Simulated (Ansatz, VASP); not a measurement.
## Ni in VASP and in Ansatz

```xyz
1
Lattice="0.0000 1.7141 1.7141 1.7141 0.0000 1.7141 1.7141 1.7141 0.0000" Properties=species:S:1:pos:R:3 pbc="T T T"
Ni    0.0000    0.0000    0.0000
```

Change from the starting cell: volume scaled by 0.96.

Alike in both runs: task single point; functional PBE; k mesh 13 × 13 × 13; occupations fermi-dirac, width 0.05 eV; collinear spin.

```csv
,VASP,Ansatz
version,VASP 6.6.1,Ansatz 0.2.0
potentials or method,"VASP PAW PBE potentials, release 64 (Ni), cutoff 520 eV","all-electron LAPW, scalar-relativistic"
```

|  | VASP | Ansatz | Ansatz less VASP |
| --- | --- | --- | --- |
| gap on the k mesh at the Fermi level (eV) | none | none | - |
| pressure (GPa) | 18.5 | 18.8 | +0.25 |
| net moment per atom (μB) | 0.62 | 0.63 | +0.007 |
| size of the moment on the site where the two differ most (μB) | 0.62 | 0.65 | +0.024 |

Site moments also hang on the region over which each program counts them. A gap of «none» marks a metal or a gap that the smearing closes. Ansatz ran all-electron here, and VASP with PAW potentials.
